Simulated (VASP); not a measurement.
Input of a VASP 6.6.1 run:

File INCAR:

```
PREC = Accurate ; ENCUT = 500
EDIFF = 1E-6 ; ISMEAR = 0
SIGMA = 0.01 ; LREAL = F
LASPH = T ; NELM = 120
ALGO = Normal ; ISIF = 2
LWAVE = F ; LCHARG = F
GGA = CA ; NBANDS = 17
GGA_COMPAT = F
```

KPOINTS

```
regular mesh
0
Gamma
  4 4 4
```

The input POSCAR:

```
SnSe
1.0
    0.0000000000      3.0100000000      3.0100000000
    3.0100000000      0.0000000000      3.0100000000
    3.0100000000      3.0100000000      0.0000000000
Sn Se
1 1
Direct
   -0.0102616908      0.0052317492     -0.0018111522
    0.5065114881      0.4880000071      0.5048914799
```

Potentials or basis: VASP PAW LDA potentials, release 64 (Sn_d, Se).

Run with:

```sh
$ cat potpaw_LDA.64/Sn_d/POTCAR potpaw_LDA.64/Se/POTCAR > POTCAR
$ mpirun -np 1 vasp_std > vasp.out
```

(1) Predict the band gap on the k mesh.

(2) Predict the pressure.

Answers

(1) 0.60 eV.

(2) -4.5 GPa.

Caveat: the k points lie up to 0.45 Å⁻¹ apart; spin-orbit coupling is left out, which moves the levels of the heavy elements.
